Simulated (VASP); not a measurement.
Here is a VASP 6.6.1 calculation.

The input INCAR:

```
SYSTEM = Mg
PREC = Accurate
ENCUT = 520
EDIFF = 1E-6
ISMEAR = 0
SIGMA = 0.02
LREAL = .FALSE.
LASPH = .TRUE.
NELM = 100
ALGO = Fast
ISIF = 2
LWAVE = .FALSE.
LCHARG = .FALSE.
GGA = PE
NBANDS = 7
```

Contents of KPOINTS:

```
Automatic mesh
0
G
  10 10 9
  0 0 0
```

POSCAR

```
Mg
1.0
    3.0502998005      0.0000000000      0.0000000000
   -1.5251499003      2.6416371164      0.0000000000
    0.0000000000      0.0000000000      3.0448375700
Mg
1
Direct
    0.0000000000      0.0000000000      0.0000000000
```

Potentials or basis: VASP PAW PBE potentials, release 64 (Mg).

The run is started by

```bash
$ cat potpaw_PBE.64/Mg/POTCAR > POTCAR
$ mpirun -np 1 vasp_std > vasp.out
```

**Question.** Predict the pressure.

**Answer.** 1.1 GPa.

**Question.** Estimate the band gap on the k mesh.

**Answer.** Zero (band 1 reaches 4.11 eV, above the bottom of band 2 at 0.57 eV).

Stress tensor (GPa, compression positive):
```
1.52 0.00 0.00
0.00 1.52 0.00
0.00 0.00 0.33
```
